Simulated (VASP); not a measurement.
Crystal: BaS.

```
Ba S
1.0
     3.83376    0.00000    0.00000
     0.00000    3.83376    0.00000
     0.00000    0.00000    3.83376
Ba S
1 1
Direct
  0.00000 0.00000 0.00000
  0.50000 0.50000 0.50000
```

Base run:

* Program: VASP 6.6.1
* Functional: r2SCAN
* Potentials or basis: VASP PAW PBE potentials, release 64 (Ba_sv, S)
* Cutoff: 520 eV
* k mesh: 6 × 6 × 6
* Occupations: gaussian, width 0.01 eV
* Spin: no spin polarisation

Its results: band gap on the k mesh 1.81 eV (least direct gap 1.91 eV); pressure 1.0 GPa.

Q: The run is repeated on the same cell with these changes: functional from r2SCAN to PBE; further incar settings from ALGO = Normal; EDIFF = 1e-06; NBANDS = 15 to ALGO = Normal; EDIFF = 1e-07; NBANDS = 15. What comes out?

A: Band gap on the k mesh 1.44 eV (least direct gap 1.55 eV); pressure 1.2 GPa.

Caveats: the structure was generated, so it needn't be the stable form of BaS; spin-orbit coupling is left out, which moves the levels of the heavy elements; the PAW data sets were made with another functional, which shifts forces and pressure a little (at least some runs).

A k mesh can miss the band edges.
